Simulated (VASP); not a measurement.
A run of VASP 6.6.1:

Contents of INCAR:

```
SYSTEM = Mg3W
  PREC = Accurate
  ENCUT = 520
  EDIFF = 1E-6
  ISMEAR = 1
  SIGMA = 0.1
  LREAL = .FALSE.
  LASPH = .TRUE.
  NELM = 80
  ALGO = Fast
  ISIF = 2
  LWAVE = .FALSE.
  LCHARG = .TRUE.
  GGA = PE
  IVDW = 12
  LELF = .TRUE.
  LVHAR = .TRUE.
  NBANDS = 18
```

File KPOINTS:

```
regular mesh
0
G
  12 12 12
  0 0 0
```

POSCAR

```
Mg3W
1.0
    4.1969098174      0.0000000000      0.0000000000
    0.0000000000      4.1969098174      0.0000000000
    0.0000000000      0.0000000000      4.1969098174
Mg W
3 1
Direct
    0.0000000000      0.5000000000      0.5000000000
    0.5000000000      0.0000000000      0.5000000000
    0.5000000000      0.5000000000      0.0000000000
    0.0000000000      0.0000000000      0.0000000000
```

Potentials or basis: VASP PAW PBE potentials, release 64 (Mg, W_sv).

The run is started by

```console
$ cat potpaw_PBE.64/Mg/POTCAR potpaw_PBE.64/W_sv/POTCAR > POTCAR
$ mpirun -np 1 vasp_std > vasp.out
```

Hardware: 1 thread of AMD EPYC 9R45 96-Core Processor (Zen 5), with other jobs on the host.

Problem. How long does it take, and how much memory?

Solution. Wall time 47 s on 1 thread of AMD EPYC 9R45 96-Core Processor (Zen 5) (shared host), peak memory 0.23 GiB. Counts: scf iterations 14, k points 84.
